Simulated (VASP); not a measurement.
Input of a VASP 6.6.1 run:

INCAR

```
SYSTEM = TiB4
ALGO = Normal
EDIFF = 1E-7
ENCUT = 520
GGA = PE
ISIF = 2
ISMEAR = 0
LASPH = .True.
LCHARG = .True.
LELF = .True.
LREAL = .False.
LVHAR = .True.
LWAVE = .False.
NBANDS = 35
NELM = 100
PREC = Accurate
SIGMA = 0.2
```

KPOINTS

```
k-points
0
Gamma
  8 6 2
  0 0 0
```

The input POSCAR:

```
TiB4
1.0
    3.0158438208      0.0000000000      0.0000000000
    0.0000000000      3.1997312474      0.0000000000
    0.0000000000      0.0000000000     10.2116939801
Ti B
2 8
Direct
    1.0000000000      0.5000000000      0.0000000000
    0.0000000000      0.5000000000      0.5000000000
    0.5000000000      0.0000000000      0.4129313588
    0.5000000000      0.0000000000      0.9129313588
    1.0000000000      0.0000000000      0.1688681132
    0.0000000000      1.0000000000      0.6688681132
    0.0000000000      0.0000000000      0.3311318868
    0.0000000000      0.0000000000      0.8311318868
    0.5000000000      0.0000000000      0.0870686412
    0.5000000000      0.0000000000      0.5870686412
```

Potentials or basis: VASP PAW PBE potentials, release 64 (Ti_sv, B).

Run with:

```sh
$ cat potpaw_PBE.64/Ti_sv/POTCAR potpaw_PBE.64/B/POTCAR > POTCAR
$ mpirun -np 1 vasp_std > vasp.out
```

Task: What does it give for the band gap on the k mesh?

Result: Zero (band 24 reaches 5.71 eV, above the bottom of band 25 at 3.77 eV).

Task: Predict the largest force.

Result: 0.031 eV/Å.

Task: What does it give for the pressure?

Result: 0.1 GPa.

Stress tensor (GPa, compression positive):
```
-0.67  0.00  0.00
 0.00  0.30  0.00
 0.00  0.00  0.70
```
